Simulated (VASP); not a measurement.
# ScAl3 (I4/mmm) in VASP: a series of runs

The runs below take ScAl3 through single point, with PBEsol.

Everything below comes from runs of VASP 6.6.1. Logs are shortened: lines on timing, memory, paths and dates and some standing lists are left out, and cuts for length are marked.

### Step 1. The cell of the first run

It takes space group I4/mmm (No. 139, tetragonal). Conventional cell: a = 3.832 Å, b = 3.832 Å, c = 8.740 Å, α = 90.00°, β = 90.00°, γ = 90.00°. Sc (site symmetry 4/mmm) has 12 Al at 2.71 to 2.91 Å within 3.6 Å. Within 3.6 Å of Al (site symmetry -4m2) lie 8 Al at 2.71 to 2.91 Å and 4 Sc at 2.91 Å. Within 3.6 Å of Al (site symmetry 4/mmm) lie 4 Sc at 2.71 Å and 8 Al at 2.91 Å.

### Step 2. Single point, PBEsol (strain -0.0400 x Voigt [1, 1, 0, 0, 0, 0])

INCAR reads:

```
SYSTEM = ScAl3
  PREC = Accurate
  ENCUT = 520
  EDIFF = 1E-6
  ISMEAR = 0
  SIGMA = 0.15
  LREAL = .FALSE.
  LASPH = .TRUE.
  NELM = 60
  ALGO = Fast
  ISIF = 2
  LWAVE = .FALSE.
  LCHARG = .FALSE.
  GGA = PS
  NBANDS = 18
```

KPOINTS reads:

```
regular mesh
0
G
  16 16 16
  0 0 0
```

POSCAR reads:

```
ScAl3
1.0
   -1.9159093337      1.9159093337      4.3698183015
    1.9159093337     -1.9159093337      4.3698183015
    1.9159093337      1.9159093337     -4.3698183015
Sc Al
1 3
Direct
    0.0000000000      0.0000000000      0.0000000000
    0.7500000000      0.2500000000      0.5000000000
    0.2500000000      0.7500000000      0.5000000000
    0.5000000000      0.5000000000      0.0000000000
```

Potentials or basis: VASP PAW PBE potentials, release 64 (Sc_sv, Al).

Started as:

```
> cat potpaw_PBE.64/Sc_sv/POTCAR potpaw_PBE.64/Al/POTCAR > POTCAR
> mpirun -np 1 vasp_std > vasp.out
```

OUTCAR:

```text
SYSTEM = ScAl3
   PREC = Accurate
   ENCUT = 520
   EDIFF = 1E-6
   ISMEAR = 0
   LREAL = .FALSE.
   LASPH = .TRUE.
   NELM = 60
   ISIF = 2
   GGA = PS

 ion  position               nearest neighbor table
   1  0.000  0.000  0.000-   4 2.71   4 2.71   4 2.71   4 2.71   3 2.91   2 2.91   3 2.91   3 2.91
                             2 2.91   2 2.91   3 2.91   2 2.91
   2  0.750  0.250  0.500-   3 2.71   3 2.71   3 2.71   3 2.71   4 2.91   1 2.91   4 2.91   1 2.91
                             4 2.91   4 2.91   1 2.91   1 2.91
   3  0.250  0.750  0.500-   2 2.71   2 2.71   2 2.71   2 2.71   4 2.91   1 2.91   4 2.91   4 2.91
                             1 2.91   1 2.91   4 2.91   1 2.91
   4  0.500  0.500  0.000-   1 2.71   1 2.71   1 2.71   1 2.71   3 2.91   2 2.91   3 2.91   2 2.91
                             3 2.91   3 2.91   2 2.91   2 2.91

  LATTYP: Found a body centered tetragonal cell.
 ALAT       =     3.8318186674
 C/A-ratio  =     2.2808064164

  Lattice vectors:

 A1 = (  -1.9159093337,   1.9159093337,   4.3698183015)
 A2 = (   1.9159093337,  -1.9159093337,   4.3698183015)
 A3 = (   1.9159093337,   1.9159093337,  -4.3698183015)

Analysis of symmetry for initial positions (statically):
=====================================================================
 Subroutine PRICEL returns:
 Original cell was already a primitive cell.

 Routine SETGRP: Setting up the symmetry group for a
 body centered tetragonal supercell.

 Subroutine GETGRP returns: Found 16 space group operations
 (whereof 16 operations were pure point group operations)
 out of a pool of 16 trial point group operations.

The static configuration has the point symmetry D_4h.

Analysis of symmetry for dynamics (positions and initial velocities):
=====================================================================
 Subroutine PRICEL returns:
 Original cell was already a primitive cell.

 Routine SETGRP: Setting up the symmetry group for a
 body centered tetragonal supercell.

 Subroutine GETGRP returns: Found 16 space group operations
 (whereof 16 operations were pure point group operations)
 out of a pool of 16 trial point group operations.

The dynamic configuration has the point symmetry D_4h.

 Subroutine INISYM returns: Found 16 space group operations
 (whereof 16 operations are pure point group operations),
 and found     1 'primitive' translations

----------------------------------------------------------------------------------------

                                     Primitive cell

  volume of cell :      64.1613

  direct lattice vectors                    reciprocal lattice vectors
    -1.915909334  1.915909334  4.369818301     0.000000000  0.260972683  0.114421233
     1.915909334 -1.915909334  4.369818301     0.260972683  0.000000000  0.114421233
     1.915909334  1.915909334 -4.369818301     0.260972683  0.260972683  0.000000000

  length of vectors
     5.141665989  5.141665989  5.141665989     0.284954312  0.284954312  0.369071108

  position of ions in fractional coordinates (direct lattice)
     0.000000000  0.000000000  0.000000000
     0.750000000  0.250000000  0.500000000
     0.250000000  0.750000000  0.500000000
     0.500000000  0.500000000  0.000000000

  ion indices of the primitive-cell ions
   primitive index   ion index
                 1           1
                 2           2
                 3           3
                 4           4

----------------------------------------------------------------------------------------

 KPOINTS: regular mesh

Automatic generation of k-mesh.
 Grid dimensions read from file:
 generate k-points for:   16   16   16

 Generating k-lattice:

  Cartesian coordinates                     Fractional coordinates (reciprocal lattice)
     0.000000000  0.016310793  0.007151327     0.062500000  0.000000000 -0.000000000
     0.016310793  0.000000000  0.007151327     0.000000000  0.062500000 -0.000000000
     0.016310793  0.016310793  0.000000000     0.000000000  0.000000000  0.062500000

  Length of vectors
     0.017809645  0.017809645  0.023066944

  Shift w.r.t. Gamma in fractional coordinates (k-lattice)
     0.000000000  0.000000000  0.000000000

 Subroutine IBZKPT returns following result:
 ===========================================

 Found    349 irreducible k-points:

 Following reciprocal coordinates:
            Coordinates               Weight
  0.000000  0.000000  0.000000      1.000000
  0.062500  0.000000  0.000000      8.000000
  0.125000  0.000000  0.000000      8.000000
  0.187500  0.000000  0.000000      8.000000
  0.250000  0.000000  0.000000      8.000000
  0.312500  0.000000  0.000000      8.000000
[... 16 lines left out ...]
 -0.125000  0.062500  0.000000     16.000000
 -0.062500  0.062500  0.000000      4.000000
 [... further k-points ...]
   k-points           NKPTS =    349   k-points in BZ     NKDIM =    349   number of bands    NBANDS=     18
   number of dos      NEDOS =    301   number of ions     NIONS =      4
   total plane-waves  NPLWV =  64000
   dimension x,y,z NGX =    40 NGY =   40 NGZ =   40
   dimension x,y,z NGXF=    80 NGYF=   80 NGZF=   80
   ions per type =               1   3
   NGX,Y,Z   is equivalent  to a cutoff of  12.93, 12.93, 12.93 a.u.
   NGXF,Y,Z  is equivalent  to a cutoff of  25.87, 25.87, 25.87 a.u.
 SYSTEM =  ScAl3
   PREC   = accura    normal or accurate (medium, high low for compatibility)
   ISTART =      0    job   : 0-new  1-cont  2-samecut
   ICHARG =      2    charge: 1-file 2-atom 10-const
   ISPIN  =      1    spin polarized calculation?
   LNONCOLLINEAR =      F non collinear calculations
   LSORBIT =      F    spin-orbit coupling
   LASPH  =      T    aspherical Exc in radial PAW
   ENCUT  =  520.0 eV  38.22 Ry    6.18 a.u.   9.56  9.56  9.56*2*pi/ulx,y,z
   NELM   =     60;   NELMIN=  2; NELMDL= -5     # of ELM steps
   EDIFF  = 0.1E-05   stopping-criterion for ELM
   LREAL  =      F    real-space projection
   EDIFFG = 0.1E-04   stopping-criterion for IOM
   NSW    =      0    number of steps for IOM
   IBRION =     -1    ionic relax: 0-MD 1-quasi-New 2-CG
   NFREE  =      0    steps in history (QN), initial steepest desc. (CG)
   ISIF   =      2    stress and relaxation
   ISYM   =      2    0-nonsym 1-usesym 2-fastsym
   POTIM  = 0.5000    time-step for ionic-motion
   TEBEG  =    0.0;   TEEND  =   0.0 temperature during run
   PSTRESS=    0.0 pullay stress
   NELECT =      20.0000    total number of electrons
   NUPDOWN=      -1.0000    fix difference up-down
   EMIN   =  10.00;   EMAX   =-10.00  energy-range for DOS
   EFERMI =   0.00;   METHOD = LEGACY
   ISMEAR =     0;   SIGMA  =   0.15  broadening in eV -4-tet -1-fermi 0-gaus
   EFERMI_NEDOS =   21; number of points for ismear=-14 and -15
   IALGO  =     68    algorithm
   IMIX   =      4    mixing-type and parameters
     AMIX     =   0.40;   BMIX     =  1.00
     AMIX_MAG =   1.60;   BMIX_MAG =  1.00
  volume/ion in A,a.u.               =      16.04       108.25
  Fermi-wavevector in a.u.,A,eV,Ry     =   1.110010  2.097616 16.764054  1.232123
  Thomas-Fermi vector in A             =   2.246557
   LORBIT       =      0    0 simple, 1 ext, 2 COOP (PROOUT), +10 PAW based schemes
   GGA     = PS    functional components
   LHFCALC =     F    Hartree Fock is set to
   AEXX    =    0.0000 exact exchange contribution
   IVDW    =     0    specifies the selected vdW correction
   LEPSILON=     F    determine dielectric tensor
   LRPA    =     F    only Hartree local field effects (RPA)
 non-spin polarized calculation
 RMM-DIIS sequential band-by-band and
 Gauss-broadening in eV      SIGMA  =   0.15
  energy-cutoff  :      520.00
  volume of cell :       64.16
 maximum number of plane-waves:      1748
 NGX is ok and might be reduce to    40
   NGX = 19   NGY = 19   NGZ = 19

 number of electron      19.9999999 magnetization

 Free energy of the ion-electron system (eV)
  ---------------------------------------------------
  ext. energy  EPLUGINS =         0.00000000
  ---------------------------------------------------
  free energy    TOTEN  =       -20.20867135 eV

  energy without entropy =      -20.18596836  energy(sigma->0) =      -20.19731986

 E-fermi :   7.2945     XC(G=0): -10.7500

 val. band max:        7.2938036498   @ k =  -0.1875   0.3750   0.1875
 cond. band min:       7.2963561980   @ k =  -0.1875   0.2500   0.1250
 fundamental gap:      0.0025525482
 Fermi energy:         7.2944810623

 k-point     1 :       0.0000    0.0000    0.0000
  band No.  band energies     occupation
      1     -40.8518      2.00000
      2     -19.6867      2.00000
      3     -19.6635      2.00000
      4     -19.6635      2.00000
      5      -2.5678      2.00000
      6       4.4677      2.00000
[... 10 lines left out ...]
     17      12.3312      0.00000
     18      12.3989      0.00000

 k-point     2 :       0.0625    0.0000    0.0000
  band No.  band energies     occupation
      1     -40.8517      2.00000
      2     -19.6866      2.00000
      3     -19.6661      2.00000
      4     -19.6634      2.00000
      5      -2.5182      2.00000
      6       4.2259      2.00000
[... 10 lines left out ...]
     17      12.3784      0.00000
     18      12.4942      0.00000

 k-point     3 :       0.1250    0.0000    0.0000
  band No.  band energies     occupation
      1     -40.8513      2.00000
      2     -19.6863      2.00000
      3     -19.6733      2.00000
      4     -19.6628      2.00000
      5      -2.3701      2.00000
      6       3.9068      2.00000
[... 10 lines left out ...]
     17      12.3695      0.00000
     18      12.8455      0.00000

 k-point     4 :       0.1875    0.0000    0.0000
  band No.  band energies     occupation
      1     -40.8507      2.00000
      2     -19.6860      2.00000
      3     -19.6839      2.00000
      4     -19.6621      2.00000
      5      -2.1258      2.00000
      6       3.5677      2.00000
[... 375 lines left out ...]
      4     -19.6645      2.00000
      5      -2.1234      2.00000
      6       3.8779      2.00000
[... 10 lines left out ...]
     17      12.3768      0.00000
     18      13.4463      0.00000

 k-point    23 :      -0.1250    0.0625    0.0000
  band No.  band energies     occupation
      1     -40.8512      2.00000
      2     -19.6858      2.00000
      3     -19.6731      2.00000
      4     -19.6653      2.00000
      5      -2.3522      2.00000
      6       4.2746      2.00000
[... 10 lines left out ...]
     17      12.3600      0.00000
     18      12.8944      0.00000

 k-point    24 :      -0.0625    0.0625    0.0000
  band No.  band energies     occupation
      1     -40.8515      2.00000
      2     -19.6863      2.00000
      3     -19.6661      2.00000
      4     -19.6656      2.00000
      5      -2.4844      2.00000
      6       4.5414      2.00000
[... 10 lines left out ...]
     17      12.3627      0.00000
     18      12.5372      0.00000

 [... further k-points ...]

------------------------ aborting loop because EDIFF is reached ----------------------------------------

  FORCE on cell =-STRESS in cart. coord.  units (eV):
  Direction    XX          YY          ZZ          XY          YZ          ZX
  --------------------------------------------------------------------------------------
  -------------------------------------------------------------------------------------
  Total        4.5059292      4.5059292      1.6575117      0.0000000      0.0000000      0.0000000
  in kB      112.5179130    112.5179130     41.3898554      0.0000000      0.0000000      0.0000000
  external PRESSURE =      88.8085605 kB  Pullay stress =       0.0000000 kB

 VOLUME and BASIS-vectors are now :
 -----------------------------------------------------------------------------
  energy-cutoff  :      520.00
  volume of cell :       64.16
      direct lattice vectors                 reciprocal lattice vectors
    -1.915909334  1.915909334  4.369818301     0.000000000  0.260972683  0.114421233
     1.915909334 -1.915909334  4.369818301     0.260972683  0.000000000  0.114421233
     1.915909334  1.915909334 -4.369818301     0.260972683  0.260972683  0.000000000

 POSITION                                       TOTAL-FORCE (eV/Angst)
 -----------------------------------------------------------------------------------
      0.00000      0.00000      0.00000        -0.000000     -0.000000      0.000000
      0.00000      1.91591      2.18491        -0.000000      0.000000      0.000000
      1.91591      0.00000      2.18491         0.000000     -0.000000     -0.000000
      0.00000      0.00000      4.36982        -0.000000     -0.000000      0.000000
 -----------------------------------------------------------------------------------
    total drift:                               -0.000000     -0.000000      0.000000

  FREE ENERGIE OF THE ION-ELECTRON SYSTEM (eV)
  ---------------------------------------------------
  free  energy   TOTEN  =       -20.2086713519 eV

  energy  without entropy=      -20.1859683592  energy(sigma->0) =      -20.19731986
```

It took 19 min on 1 thread of Oxide Virtual Turin-like, shared host; peak memory 0.49 GiB.

What came out:

```yaml
Free_energy: -20.2087 eV
Pressure: 8.9 GPa
Band_gap_on_the_k_mesh: zero (bands 10 and 11 overlap by 2.25 eV)
```

Caveat: the cell differs from its parent crystal (strain -0.0400 x Voigt [1, 1, 0, 0, 0, 0]); the stress differs along the axes, from 4 to 11 GPa; the PAW data sets were made with another functional, which shifts forces and pressure a little.

(Part 1 of 2 ends here.)
